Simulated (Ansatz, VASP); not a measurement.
## One calculation of Ga2SeS3, two programs

```
CELL_PARAMETERS angstrom
4.76033 0.00000 0.00000
0.00000 4.76033 0.00000
0.00000 0.00000 7.42335
ATOMIC_POSITIONS crystal
Ga 0.50000 0.50000 0.68471
Ga 0.50000 0.50000 0.31529
Se 0.50000 0.50000 0.00000
S 0.50000 0.00000 0.50000
S 0.00000 0.50000 0.50000
S 0.00000 0.00000 0.50000
```

Alike in both runs: functional PBE; k mesh 4 × 4 × 2; occupations gaussian, width 0.1 eV; no spin polarisation.

Ansatz relaxed the structure, and its values are those at the end. VASP's run is a single point on that final structure, the one shown.

```csv
,VASP,Ansatz
version,VASP 6.6.1,Ansatz 0.2.0
potentials or method,"VASP PAW PBE potentials, release 64 (Ga_d, Se, S), cutoff 520 eV","scalar-relativistic, plane waves, PAW"
valence electrons in the cell,50,60
```

```csv
,VASP,Ansatz,Ansatz less VASP
gap on the k mesh at the Fermi level (eV),none,none,-
pressure (GPa),0.2,0.2,+0.01
rms of the force components (eV/Å),0.006,0.004,-0.0020
```

A gap of «none» marks a metal or a gap that the smearing closes. VASP's potentials hold 50 valence electrons a cell and Ansatz's 60, so a difference there can come from the potentials and not from the codes.

The k mesh is coarse, so the values compare programs but aren't converged.
